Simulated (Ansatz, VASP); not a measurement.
**One calculation of Ti4W, two programs**

```xyz
5
Lattice="2.1912 1.2651 4.4727 -2.1912 1.2651 4.4727 0.0000 -2.5301 4.4727" Properties=species:S:1:pos:R:3 pbc="T T T"
Ti    0.0000    0.0000   10.7345
Ti    0.0000    0.0000    5.3673
Ti    0.0000    0.0000    8.0509
Ti    0.0000    0.0000    2.6836
W     0.0000    0.0000    0.0000
```

Alike in both runs: task single point; functional PBE; k mesh 6 × 6 × 6; occupations gaussian, width 0.1 eV; no spin polarisation.

|  | VASP | Ansatz |
| --- | --- | --- |
| version | VASP 6.6.1 | Ansatz 0.2.0 |
| potentials or method | VASP PAW PBE potentials, release 64 (Ti_sv, W_sv), cutoff 520 eV | scalar-relativistic, plane waves, PAW |
| valence electrons in the cell | 62 | 62 |

Ansatz gave:

* gap on the k mesh at the Fermi level (eV): none
* pressure (GPa): 18.9
* traceless stress, the component that is largest in VASP (GPa): -1.51
* rms of the force components (eV/Å): 0.168

Q: Estimate VASP's values.

A: gap on the k mesh at the Fermi level (eV): none; pressure (GPa): 18.5; traceless stress, the component that is largest in VASP (GPa): -1.50; rms of the force components (eV/Å): 0.164.

Atom by atom the forces differ by 0.005 eV/Å (rms over components). A gap of «none» marks a metal or a gap that the smearing closes. The functional is the same, so the differences come from potentials, cutoffs and numerics.

Neither program's run includes spin-orbit coupling.
